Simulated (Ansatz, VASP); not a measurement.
LaMg2Ag3 in VASP and in Ansatz

The input INCAR:

```
  PREC = Accurate
  ENCUT = 520
  EDIFF = 1E-6
  ISMEAR = -1
  SIGMA = 0.1
  LREAL = F
  LASPH = T
  NELM = 100
  ALGO = Normal
  ISIF = 2
  LWAVE = F
  LCHARG = T
  GGA = PS
  LELF = T
  LVHAR = T
  NBANDS = 33
```

File KPOINTS:

```
Automatic mesh
0
Gamma
  7 7 8
```

The input POSCAR:

```
LaMg2Ag3
1.0
    2.8131280000      4.8724800000      0.0000000000
   -2.8131280000      4.8724800000      0.0000000000
    0.0000000000      0.0000000000      4.5707650000
Mg La Ag
2 1 3
Direct
    0.3333000000      0.3334000000      0.0000000000
    0.6666000000      0.6667000000      0.0000000000
    0.0000000000      0.0000000000      0.0000000000
    0.5000000000      0.5000000000      0.5000000000
    0.5000000000      0.0000000000      0.5000000000
    0.0000000000      0.5000000000      0.5000000000
```

Input for Ansatz:

```yaml
crystal:
  lattice:
    - [2.813128, 4.87248, 0.0]
    - [-2.813128, 4.87248, 0.0]
    - [0.0, 0.0, 4.570765]
  atoms:
    - { symbol: Mg, position: [0.3333, 0.3334, 0.0] }
    - { symbol: Mg, position: [0.6666, 0.6667, 0.0] }
    - { symbol: La, position: [0.0, 0.0, 0.0] }
    - { symbol: Ag, position: [0.5, 0.5, 0.5] }
    - { symbol: Ag, position: [0.5, 0.0, 0.5] }
    - { symbol: Ag, position: [0.0, 0.5, 0.5] }
  symmetry: { tolerance: 0.0003 }
kpoints:
  mp_grid: { grid: [7, 7, 8], shift: [0, 0, 0] }
  band_path:
    path:
      - [0.0, 0.0, 0.0]
      - [0.49999999, -3.0e-08, 0.0]
      - [0.66666663, 0.33333329, 0.0]
      - [0.0, 0.0, 0.0]
      - [0.0, 0.0, 0.5]
      - [0.49999999, -3.0e-08, 0.5]
      - [0.66666663, 0.33333329, 0.5]
      - [0.0, 0.0, 0.5]
      - [0.49999999, -3.0e-08, 0.5]
      - [0.49999999, -3.0e-08, 0.0]
      - [0.66666663, 0.33333329, 0.5]
    npoints: 6
magnetization:
  spin_polarized: false
scf:
  occupations: { method: fermi_dirac }
  lower_state_search: "off"
  max_iter: 200
hamiltonian:
  pseudopotentials: { kind: paw }
  xc: pbesol
basis:
  ecutwfc: 420
  fft_grid_basis: typed
output:
  forces: true
  stress: true
  eigenvalues: true
  bader: true
  populations: true
  elf: true
  write_potential: true
  volumetric_format: npy
  dos:
    e_range: [-12, 8]
    de: 0.05
    projected: { site_lists: { Ag: [Ag], La: [La], Mg: [Mg] } }
checkpoint:
  read: saved_state
```

Alike in both runs: task single point; functional PBEsol; k mesh 7 × 7 × 8; no spin polarisation.

```csv
,VASP,Ansatz
version,VASP 6.6.1,Ansatz 0.2.0
potentials or method,"VASP PAW PBE potentials, release 64 (Mg, La, Ag), cutoff 520 eV",PAW plane waves
occupations,"fermi-dirac, width 0.1 eV",fermi-dirac
valence electrons in the cell,48,88
```

```tsv
	VASP	Ansatz	Ansatz less VASP
pressure (GPa)	1.6	1.6	+0.07
traceless stress, the component that is largest in VASP (GPa)	-3.28	-3.30	-0.014
```

VASP's potentials were made for PBE, not for PBEsol. VASP's potentials hold 48 valence electrons a cell and Ansatz's 88, so a difference there can come from the potentials and not from the codes. Ansatz's warnings: structure snapped to symmetry.

Neither program's run includes spin-orbit coupling.
